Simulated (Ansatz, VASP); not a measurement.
Two plane-wave programs on TaPb

```
CELL_PARAMETERS angstrom
3.36999 0.00000 0.00000
0.00000 3.36999 0.00000
0.00000 0.00000 3.76781
ATOMIC_POSITIONS crystal
Ta 0.50000 0.50000 0.50000
Pb 0.00000 0.00000 0.00000
```

Alike in both runs: task relaxation of cell and atoms; functional PBE; k mesh 16 × 16 × 14; occupations gaussian, width 0.1 eV; no spin polarisation.

|  | VASP | Ansatz |
| --- | --- | --- |
| version | VASP 6.6.1 | Ansatz 0.2.0 |
| potentials or method | VASP PAW PBE potentials, release 64 (Ta_pv, Pb_d), cutoff 600 eV | scalar-relativistic, plane waves, PAW |
| valence electrons in the cell | 25 | 27 |

Ansatz gave:

```
gap on the k mesh at the Fermi level, each at its own relaxed structure (eV) : none
relaxed volume (Å³/atom)                                                     : 21.24
relaxed cell length with the largest relative difference (Å)                 : 3.531
```

Task: What did VASP give for the same quantities?

Result: gap on the k mesh at the Fermi level, each at its own relaxed structure (eV): none; relaxed volume (Å³/atom): 21.25; relaxed cell length with the largest relative difference (Å): 3.525.

A gap of «none» marks a metal or a gap that the smearing closes. VASP's potentials hold 25 valence electrons a cell and Ansatz's 27, so a difference there can come from the potentials and not from the codes.

Neither program's run includes spin-orbit coupling.
